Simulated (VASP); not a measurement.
CoO: electric field gradients with PBE

Crystal: CoO.

```
Co O
1.0
     0.00000    2.13150    2.11018
     2.13150    0.00000    2.11018
     2.13150    2.13150    0.00000
Co O
1 1
Direct
  0.00000 0.00000 0.00000
  0.50000 0.50000 0.50000
```

This cell differs from its parent crystal: zz strain of -1 %.

* Program: VASP 6.6.1
* Task: electric field gradients
* Functional: PBE
* Potentials or basis: VASP PAW PBE potentials, release 64 (Co, O)
* Cutoff: 520 eV
* k mesh: 16 × 16 × 16
* Occupations: fermi-dirac, width 0.05 eV
* Spin: collinear spin, ferromagnetic start
* Starting moments: [2.0, 0.0] μB
* Dipole correction: no
* Further INCAR settings: ALGO = Normal; EDIFF = 1e-08; NBANDS = 18

The pressure is -0.7 GPa, the net moment is 2.88 μB per cell and the site moments are Co +2.54; O +0.29 μB. The largest electric field gradient by atom is Co +6.4; O +1.7 V/Å². The valence electrons inside the program's atomic spheres are Co 7.81; O 4.98.

Stress tensor (GPa, compression positive):
```
-0.75  0.00  0.00
 0.00 -0.75  0.00
 0.00  0.00 -0.66
```

Levels at points of the mesh, in eV from the Fermi level:
Spin up:
| k point | band 5 | band 6 | band 7 | band 8 | band 9 | band 10 | band 11 | band 12 | band 13 | band 14 |
| --- | --- | --- | --- | --- | --- | --- | --- | --- | --- | --- |
| (0.00, 0.00, 0.00) | -3.13 | -3.13 | -3.09 | -3.09 | -2.99 | 1.05 | 16.89 | 18.19 | 18.19 | 18.23 |
| (0.50, 0.00, 0.00) | -2.34 | -2.31 | -1.77 | 0.10 | 0.17 | 5.10 | 9.42 | 13.39 | 13.62 | 20.58 |
| (0.50, 0.50, 0.00) | -3.88 | -2.88 | -2.39 | -2.06 | -2.06 | 5.94 | 9.96 | 11.66 | 15.77 | 15.77 |
| (0.50, 0.00, 0.50) | -3.94 | -2.91 | -2.38 | -2.06 | -2.00 | 5.93 | 9.83 | 11.77 | 15.81 | 15.97 |
Spin down:
| k point | band 2 | band 3 | band 4 | band 5 | band 6 | band 7 | band 8 | band 9 | band 10 | band 11 |
| --- | --- | --- | --- | --- | --- | --- | --- | --- | --- | --- |
| (0.00, 0.00, 0.00) | -2.63 | -2.58 | -2.58 | -1.12 | -1.12 | -1.09 | 0.04 | 0.07 | 1.58 | 16.80 |
| (0.50, 0.00, 0.00) | -7.64 | -4.69 | -4.66 | -0.15 | -0.11 | 0.18 | 2.70 | 2.74 | 5.38 | 10.20 |
| (0.50, 0.50, 0.00) | -6.43 | -3.88 | -3.88 | -2.25 | 0.13 | 0.13 | 0.57 | 0.99 | 6.78 | 10.41 |
| (0.50, 0.00, 0.50) | -6.44 | -3.89 | -3.80 | -2.24 | 0.11 | 0.14 | 0.52 | 1.01 | 6.78 | 10.29 |

Electric field gradients, principal values (V/Å²):
| atom | least | middle | greatest (by size) |
| --- | --- | --- | --- |
| 1 Co | -3.180 | -3.182 | 6.362 |
| 2 O | -0.873 | -0.876 | 1.749 |

Wall time 2.3 min on 1 thread of Intel(R) Xeon(R) Platinum 8488C (Sapphire Rapids) (shared host), peak memory 0.3 GiB.

Caveat: the cell differs from its parent crystal (zz strain of -1 %); without QUAD_EFG the Cq values of the log hold for a quadrupole moment of 1 mb, not for the nuclei; a cell with one magnetic atom can't hold antiferromagnetic order, which such compounds often take; semilocal functionals often make such compounds metallic where correlation or magnetic order opens a gap, which also shifts bond lengths.
